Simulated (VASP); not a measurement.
# O (Fm-3m) in VASP: further runs

Runs on O. Level: PBE. Tasks: single point.

Everything below comes from runs of VASP 6.6.1. Logs are shortened: lines on timing, memory, paths and dates and some standing lists are left out, and cuts for length are marked.

## Step 1: The cell of the first run

It takes space group Fm-3m (No. 225, cubic). The conventional cell has a = 2.522 Å, b = 2.522 Å, c = 2.522 Å, α = 90.00°, β = 90.00°, γ = 90.00°. Within 2.4 Å of O (site symmetry m-3m) lie 12 O at 1.78 Å.

## Step 2: Single point, PBE (volume scaled by 0.5)

Contents of INCAR:

```
SYSTEM = O
  ALGO = Normal
  EDIFF = 1E-6
  ENCUT = 520
  GGA = PE
  ISIF = 2
  ISMEAR = -1
  LASPH = .TRUE.
  LCHARG = .FALSE.
  LREAL = .FALSE.
  LWAVE = .FALSE.
  NBANDS = 9
  NELM = 100
  PREC = Accurate
  SIGMA = 0.1
```

Contents of KPOINTS:

```
k-points
0
G
  20 20 20
  0 0 0
```

Contents of POSCAR:

```
O
1.0
    0.0000000000      1.2611920395      1.2611920395
    1.2611920395      0.0000000000      1.2611920395
    1.2611920395      1.2611920395      0.0000000000
O
1
Direct
    0.0000000000      0.0000000000      0.0000000000
```

Potentials or basis: VASP PAW PBE potentials, release 64 (O).

Run with:

```
$ cat potpaw_PBE.64/O/POTCAR > POTCAR
$ mpirun -np 1 vasp_std > vasp.out
```

OUTCAR:

```text
SYSTEM = O
   EDIFF = 1E-6
   ENCUT = 520
   GGA = PE
   ISIF = 2
   ISMEAR = -1
   LASPH = .TRUE.
   LREAL = .FALSE.
   NELM = 100
   PREC = Accurate

 ion  position               nearest neighbor table
   1  0.000  0.000  0.000-

  LATTYP: Found a face centered cubic cell.
 ALAT       =     2.5223840790

  Lattice vectors:

 A1 = (   0.0000000000,   1.2611920395,   1.2611920395)
 A2 = (   1.2611920395,   0.0000000000,   1.2611920395)
 A3 = (   1.2611920395,   1.2611920395,   0.0000000000)

Analysis of symmetry for initial positions (statically):
=====================================================================
 Subroutine PRICEL returns:
 Original cell was already a primitive cell.

 Routine SETGRP: Setting up the symmetry group for a
 face centered cubic supercell.

 Subroutine GETGRP returns: Found 48 space group operations
 (whereof 48 operations were pure point group operations)
 out of a pool of 48 trial point group operations.

The static configuration has the point symmetry O_h .

Analysis of symmetry for dynamics (positions and initial velocities):
=====================================================================
 Subroutine PRICEL returns:
 Original cell was already a primitive cell.

 Routine SETGRP: Setting up the symmetry group for a
 face centered cubic supercell.

 Subroutine GETGRP returns: Found 48 space group operations
 (whereof 48 operations were pure point group operations)
 out of a pool of 48 trial point group operations.

The dynamic configuration has the point symmetry O_h .

 Subroutine INISYM returns: Found 48 space group operations
 (whereof 48 operations are pure point group operations),
 and found     1 'primitive' translations

----------------------------------------------------------------------------------------

                                     Primitive cell

  volume of cell :       4.0121

  direct lattice vectors                    reciprocal lattice vectors
     0.000000000  1.261192040  1.261192040    -0.396450330  0.396450330  0.396450330
     1.261192040  0.000000000  1.261192040     0.396450330 -0.396450330  0.396450330
     1.261192040  1.261192040  0.000000000     0.396450330  0.396450330 -0.396450330

  length of vectors
     1.783594887  1.783594887  1.783594887     0.686672114  0.686672114  0.686672114

  position of ions in fractional coordinates (direct lattice)
     0.000000000  0.000000000  0.000000000

  ion indices of the primitive-cell ions
   primitive index   ion index
                 1           1

----------------------------------------------------------------------------------------

 KPOINTS: k-points

Automatic generation of k-mesh.
 Grid dimensions read from file:
 generate k-points for:   20   20   20

 Generating k-lattice:

  Cartesian coordinates                     Fractional coordinates (reciprocal lattice)
    -0.019822516  0.019822516  0.019822516     0.050000000  0.000000000  0.000000000
     0.019822516 -0.019822516  0.019822516     0.000000000  0.050000000  0.000000000
     0.019822516  0.019822516 -0.019822516     0.000000000  0.000000000  0.050000000

  Length of vectors
     0.034333606  0.034333606  0.034333606

  Shift w.r.t. Gamma in fractional coordinates (k-lattice)
     0.000000000  0.000000000  0.000000000

 Subroutine IBZKPT returns following result:
 ===========================================

 Found    256 irreducible k-points:

 Following reciprocal coordinates:
            Coordinates               Weight
  0.000000  0.000000  0.000000      1.000000
  0.050000  0.000000  0.000000      8.000000
  0.100000  0.000000  0.000000      8.000000
  0.150000  0.000000  0.000000      8.000000
  0.200000  0.000000  0.000000      8.000000
  0.250000  0.000000  0.000000      8.000000
[... 16 lines left out ...]
 -0.400000  0.050000  0.000000     24.000000
 -0.350000  0.050000  0.000000     24.000000
 [... further k-points ...]
   k-points           NKPTS =    256   k-points in BZ     NKDIM =    256   number of bands    NBANDS=      9
   number of dos      NEDOS =    301   number of ions     NIONS =      1
   total plane-waves  NPLWV =   2744
   dimension x,y,z NGX =    14 NGY =   14 NGZ =   14
   dimension x,y,z NGXF=    28 NGYF=   28 NGZF=   28
   ions per type =               1
   NGX,Y,Z   is equivalent  to a cutoff of  13.05, 13.05, 13.05 a.u.
   NGXF,Y,Z  is equivalent  to a cutoff of  26.10, 26.10, 26.10 a.u.
 SYSTEM =  O
   PREC   = accura    normal or accurate (medium, high low for compatibility)
   ISTART =      0    job   : 0-new  1-cont  2-samecut
   ICHARG =      2    charge: 1-file 2-atom 10-const
   ISPIN  =      1    spin polarized calculation?
   LNONCOLLINEAR =      F non collinear calculations
   LSORBIT =      F    spin-orbit coupling
   LASPH  =      T    aspherical Exc in radial PAW
   ENCUT  =  520.0 eV  38.22 Ry    6.18 a.u.   3.32  3.32  3.32*2*pi/ulx,y,z
   NELM   =    100;   NELMIN=  2; NELMDL= -5     # of ELM steps
   EDIFF  = 0.1E-05   stopping-criterion for ELM
   LREAL  =      F    real-space projection
   EDIFFG = 0.1E-04   stopping-criterion for IOM
   NSW    =      0    number of steps for IOM
   IBRION =     -1    ionic relax: 0-MD 1-quasi-New 2-CG
   NFREE  =      0    steps in history (QN), initial steepest desc. (CG)
   ISIF   =      2    stress and relaxation
   ISYM   =      2    0-nonsym 1-usesym 2-fastsym
   POTIM  = 0.5000    time-step for ionic-motion
   TEBEG  =    0.0;   TEEND  =   0.0 temperature during run
   PSTRESS=    0.0 pullay stress
   NELECT =       6.0000    total number of electrons
   NUPDOWN=      -1.0000    fix difference up-down
   EMIN   =  10.00;   EMAX   =-10.00  energy-range for DOS
   EFERMI =   0.00;   METHOD = LEGACY
   ISMEAR =    -1;   SIGMA  =   0.10  broadening in eV -4-tet -1-fermi 0-gaus
   EFERMI_NEDOS =   21; number of points for ismear=-14 and -15
   IALGO  =     38    algorithm
   IMIX   =      4    mixing-type and parameters
     AMIX     =   0.40;   BMIX     =  1.00
     AMIX_MAG =   1.60;   BMIX_MAG =  1.00
  volume/ion in A,a.u.               =       4.01        27.08
  Fermi-wavevector in a.u.,A,eV,Ry     =   1.872121  3.537797 47.686228  3.504839
  Thomas-Fermi vector in A             =   2.917567
   LORBIT       =      0    0 simple, 1 ext, 2 COOP (PROOUT), +10 PAW based schemes
   GGA     = PE    functional components
[... 5 lines left out ...]
 non-spin polarized calculation
  energy-cutoff  :      520.00
  volume of cell :        4.01
 maximum number of plane-waves:       116
 NGX is ok and might be reduce to    14
   NGX =  7   NGY =  7   NGZ =  7

 number of electron       5.9999997 magnetization

 Free energy of the ion-electron system (eV)
  ---------------------------------------------------
  ext. energy  EPLUGINS =         0.00000000
  ---------------------------------------------------
  free energy    TOTEN  =         0.74419984 eV

  energy without entropy =        0.76025033  energy(sigma->0) =        0.75222509

 E-fermi :  13.8033     XC(G=0): -16.3967

 val. band max:       13.7928346552   @ k =   0.2500   0.1500   0.0500
 cond. band min:      13.8157059727   @ k =   0.4500   0.2500   0.0000
 fundamental gap:      0.0228713175
 Fermi energy:        13.8033333272

 k-point     1 :       0.0000    0.0000    0.0000
  band No.  band energies     occupation
      1     -18.3983      2.00000
      2      18.4933      0.00000
      3      18.4933      0.00000
      4      18.4933      0.00000
      5      50.3201      0.00000
      6      58.2047      0.00000
      7      58.2047      0.00000
      8      58.2047      0.00000
      9      65.0037      0.00000

 k-point     2 :       0.0500    0.0000    0.0000
  band No.  band energies     occupation
      1     -18.2546      2.00000
      2      18.1197      0.00000
      3      18.4367      0.00000
      4      18.4367      0.00000
      5      50.3772      0.00000
      6      56.5642      0.00000
      7      58.3932      0.00000
      8      58.3932      0.00000
      9      67.0523      0.00000

 k-point     3 :       0.1000    0.0000    0.0000
  band No.  band energies     occupation
      1     -17.8242      2.00000
      2      17.0250      0.00000
      3      18.2751      0.00000
      4      18.2751      0.00000
      5      50.5157      0.00000
      6      53.9370      0.00000
      7      58.8667      0.00000
      8      58.8667      0.00000
      9      70.3312      0.00000

 k-point     4 :       0.1500    0.0000    0.0000
  band No.  band energies     occupation
      1     -17.1104      2.00000
      2      15.2864      0.00000
      3      18.0314      0.00000
      4      18.0314      0.00000
      5      50.4669      0.00000
      6      51.8867      0.00000
      7      59.2997      0.00000
      8      59.2997      0.00000
      9      70.0343      0.00000

 k-point     5 :       0.2000    0.0000    0.0000
  band No.  band energies     occupation
      1     -16.1170      2.00000
      2      13.0315      1.99911
      3      17.7371      0.00000
      4      17.7372      0.00000
      5      49.3014      0.00000
      6      51.5091      0.00000
      7      59.1672      0.00000
      8      59.1672      0.00000
      9      69.5387      0.00000

 k-point     6 :       0.2500    0.0000    0.0000
  band No.  band energies     occupation
      1     -14.8523      2.00000
      2      10.4125      2.00000
      3      17.4260      0.00000
      4      17.4260      0.00000
      5      48.0069      0.00000
      6      51.7106      0.00000
      7      58.2989      0.00000
      8      58.2989      0.00000
      9      68.0757      0.00000
[... 169 lines left out ...]
 k-point    21 :       0.5000    0.0500    0.0000
  band No.  band energies     occupation
      1      -6.6838      2.00000
      2      -1.5496      2.00000
      3      16.1829      0.00000
      4      16.3707      0.00000
      5      45.9352      0.00000
      6      49.9432      0.00000
      7      54.7312      0.00000
      8      55.5356      0.00000
      9      66.5976      0.00000

 k-point    22 :      -0.4500    0.0500    0.0000
  band No.  band energies     occupation
      1      -7.0714      2.00000
      2      -1.1005      2.00000
      3      16.0837      0.00000
      4      16.4956      0.00000
      5      45.9712      0.00000
      6      50.0344      0.00000
      7      54.6774      0.00000
      8      55.5843      0.00000
      9      66.6556      0.00000

 k-point    23 :      -0.4000    0.0500    0.0000
  band No.  band energies     occupation
      1      -8.8693      2.00000
      2       1.1228      2.00000
      3      16.0782      0.00000
      4      16.6991      0.00000
      5      46.1270      0.00000
      6      50.3522      0.00000
      7      55.0045      0.00000
      8      55.7385      0.00000
      9      66.8925      0.00000

 k-point    24 :      -0.3500    0.0500    0.0000
  band No.  band energies     occupation
      1     -10.8277      2.00000
      2       3.8427      2.00000
      3      16.1687      0.00000
      4      16.9668      0.00000
      5      46.4350      0.00000
      6      50.7954      0.00000
      7      55.7089      0.00000
      8      56.0264      0.00000
      9      67.3742      0.00000

 [... further k-points ...]
[... 5 lines left out ...]
  --------------------------------------------------------------------------------------
  -------------------------------------------------------------------------------------
  Total       11.2213719     11.2213719     11.2213719      0.0000000     -0.0000000      0.0000000
  in kB     4481.0818703   4481.0818703   4481.0818703      0.0000000     -0.0000000      0.0000000
  external PRESSURE =    4481.0818703 kB  Pullay stress =       0.0000000 kB

 VOLUME and BASIS-vectors are now :
 -----------------------------------------------------------------------------
  energy-cutoff  :      520.00
  volume of cell :        4.01
      direct lattice vectors                 reciprocal lattice vectors
     0.000000000  1.261192040  1.261192040    -0.396450330  0.396450330  0.396450330
     1.261192040  0.000000000  1.261192040     0.396450330 -0.396450330  0.396450330
     1.261192040  1.261192040  0.000000000     0.396450330  0.396450330 -0.396450330

 POSITION                                       TOTAL-FORCE (eV/Angst)
 -----------------------------------------------------------------------------------
      0.00000      0.00000      0.00000         0.000000      0.000000      0.000000
 -----------------------------------------------------------------------------------
    total drift:                               -0.000000     -0.000000     -0.000000

  FREE ENERGIE OF THE ION-ELECTRON SYSTEM (eV)
  ---------------------------------------------------
  free  energy   TOTEN  =         0.7441998438 eV

  energy  without entropy=        0.7602503305  energy(sigma->0) =        0.75222509
```

Wall time 6.2 s (1 thread of Intel Xeon 8259CL, shared host); peak memory 0.11 GiB.

What came out:

```yaml
Free_energy: 0.7442 eV
Pressure: 448.1 GPa
Band_gap_on_the_k_mesh: zero (band 3 reaches 18.49 eV, above the bottom of band 4 at 9.08 eV)
```

Levels at points of the mesh, in eV from the Fermi level:
| k point | band 1 | band 2 | band 3 | band 4 | band 5 | band 6 | band 7 |
| --- | --- | --- | --- | --- | --- | --- | --- |
| (0.00, 0.00, 0.00) | -32.20 | 4.69 | 4.69 | 4.69 | 36.52 | 44.40 | 44.40 |
| (0.50, 0.00, 0.00) | -20.45 | -15.64 | 2.71 | 2.71 | 31.89 | 38.09 | 40.53 |
| (0.50, 0.50, 0.00) | -15.86 | -13.22 | -1.92 | -1.92 | 19.38 | 24.04 | 47.70 |

[end of part 1 of 2]
